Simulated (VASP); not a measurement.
**Ag: single point with PBE**

Ag:

```xyz
1
Lattice="0.0000 2.0431 2.2065 2.0431 0.0000 2.2065 2.0431 2.0431 0.0000" Properties=species:S:1:pos:R:3 pbc="T T T"
Ag    0.0000    0.0000    0.0000
```

This cell differs from its parent crystal: strain +0.000 along x and y, +0.080 along z.

```json
{
  "Program": "VASP 6.6.1",
  "Task": "single point",
  "Functional": "PBE",
  "Potentials or basis": "VASP PAW PBE potentials, release 64 (Ag)",
  "Cutoff": "520 eV",
  "k mesh": "20 × 20 × 20",
  "Occupations": "gaussian, width 0.15 eV",
  "Spin": "no spin polarisation",
  "Dipole correction": "no",
  "Further INCAR settings": "ALGO = Normal; EDIFF = 1e-06; NBANDS = 12"
}
```

The pressure is -2.6 GPa.

Stress tensor (GPa, compression positive):
```
-1.59  0.00  0.00
 0.00 -1.59  0.00
 0.00  0.00 -4.61
```

Levels at points of the mesh, in eV from the Fermi level:
| k point | band 2 | band 3 | band 4 | band 5 | band 6 | band 7 | band 8 | band 9 | band 10 | band 11 |
| --- | --- | --- | --- | --- | --- | --- | --- | --- | --- | --- |
| (0.00, 0.00, 0.00) | -4.86 | -4.41 | -4.41 | -3.92 | -3.46 | 15.89 | 18.43 | 19.19 | 19.19 | 23.52 |
| (0.50, 0.00, 0.00) | -4.79 | -4.39 | -3.06 | -2.90 | -0.21 | 3.19 | 14.46 | 16.82 | 17.97 | 20.72 |
| (0.50, 0.50, 0.00) | -5.91 | -2.98 | -2.83 | -2.83 | 0.88 | 4.97 | 11.15 | 11.15 | 17.10 | 17.16 |
| (0.50, 0.00, 0.50) | -5.85 | -3.04 | -2.97 | -2.62 | 2.08 | 6.75 | 9.85 | 9.86 | 15.87 | 15.88 |

It took 120 s on 1 thread of Intel Xeon 6975P-C, with other jobs on the host, peak memory 0.26 GiB.

Caveat: the cell differs from its parent crystal (strain +0.000 along x and y, +0.080 along z).
